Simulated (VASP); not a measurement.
Write the native input for VASP 6.6.1 that does the following.

- Task: single point
- Functional: PBE
- Dispersion: D3(BJ)
- Potentials or basis: VASP PAW PBE potentials, release 64 (Li_sv, C)
- Cutoff: 520 eV
- k mesh: 2 × 2 × 2
- Occupations: fermi-dirac, width 0.05 eV
- Spin: no spin polarisation
- Dipole correction: no
- Further INCAR settings: LREAL = Auto; ALGO = Normal; EDIFF = 1e-07; NBANDS = 40

The structure of Li16C (a cell with a defect) lies in POSCAR:

```
Li16C
1.0
    6.9800000000      0.0000000000      0.0000000000
    0.0000000000      6.9800000000      0.0000000000
    0.0000000000      0.0000000000      6.9800000000
Li C
16 1
Direct
   -0.1516045845     -0.0319627507     -0.0604297994
    0.5419484241      0.2383237822      0.0928653295
    0.1618911175      0.5712893983      0.1002578797
   -0.1078939828     -0.1073925501      0.3946848138
    0.2609885387      0.0166475645      0.4682234957
    0.3709025788      0.6351575931     -0.2185530086
    0.5924785100      0.0519914040      0.6827650430
    0.8383954155      0.2015329513      0.4381805158
    0.1014756447      0.5591547278      0.4497564470
    0.4774068768      0.8894985673      0.1066045845
    0.1706303725      0.2508166189      0.8078653295
    0.4335100287      0.3311747851      0.5188681948
    0.6757593123      0.6198137536      0.1980372493
    0.8172636103      0.3041260745      0.7908309456
    0.1135816619      0.8588108883      0.7116332378
    0.7304871060      0.6470487106      0.6959455587
   -0.0095558739      0.1040401146      0.6481518625
```

The input as run:

INCAR

```
PREC     = Accurate       # precision mode
ENCUT    = 520            # plane-wave cutoff, eV
EDIFF    = 1E-7           # SCF threshold, eV
ISMEAR   = -1             # smearing method
SIGMA    = 0.05           # smearing width, eV
LREAL    = Auto         
LASPH    = T              # aspherical terms in the spheres
NELM     = 100            # most SCF steps
ALGO     = Normal         # electronic algorithm
ISIF     = 2              # what is computed and relaxed
LWAVE    = F              # write WAVECAR
LCHARG   = F              # write CHGCAR
GGA      = PE             # functional
IVDW     = 12             # dispersion correction
NBANDS   = 40             # bands
```

KPOINTS

```
Automatic mesh
0
Gamma
  2 2 2
```

Potentials or basis: VASP PAW PBE potentials, release 64 (Li_sv, C).

Run with:

```bash
$ cat potpaw_PBE.64/Li_sv/POTCAR potpaw_PBE.64/C/POTCAR > POTCAR
$ mpirun -np 1 vasp_std > vasp.out
```

Results of the run:

The largest force is 1.440 eV/Å. The band gap on the k mesh is zero (bands 26 and 27 overlap by 0.15 eV). The dispersion energy per atom is -0.161 eV.

Caveat: the k points lie up to 0.45 Å⁻¹ apart.

It took 110 s on 1 thread of Intel(R) Xeon(R) 6975P-C (Granite Rapids) (shared host), peak memory 0.38 GiB.
